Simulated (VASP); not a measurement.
BN, 2 atoms in the cell. It takes space group I-4m2 (No. 119, tetragonal). The conventional cell has a = 2.461 Å, b = 2.461 Å, c = 3.770 Å, α = 90.00°, β = 90.00°, γ = 90.00°. B (site symmetry -4m2) has 4 N at 1.55 Å within 2.1 Å. Within 2.1 Å of N (site symmetry -4m2) lie 4 B at 1.55 Å.  This cell differs from its parent crystal: strain -0.040 along x and y, +0.040 along z.

```yaml
Program: VASP 6.6.1
Task: single point
Functional: PBE
Potentials_or_basis: VASP PAW PBE potentials, release 64 (B, N)
Cutoff: 600 eV
k_mesh: 12 × 12 × 12
Occupations: gaussian, width 0.05 eV
Spin: no spin polarisation
Dipole_correction: no
Further_INCAR_settings: ALGO = Normal; EDIFF = 1e-06; NBANDS = 11
```

Potentials or basis: VASP PAW PBE potentials, release 64 (B, N).

Run with:

```bash
$ cat potpaw_PBE.64/B/POTCAR potpaw_PBE.64/N/POTCAR > POTCAR
$ mpirun -np 1 vasp_std > vasp.out
```

Hardware: 1 thread of Intel(R) Xeon(R) 6975P-C (Granite Rapids), on a shared host.

Q: Estimate the wall time of this run.

A: Run time: 8.7 s on 1 thread of Intel(R) Xeon(R) 6975P-C (Granite Rapids), on a shared host, peak memory 0.13 GiB. Counts: scf iterations 12, k points 163.
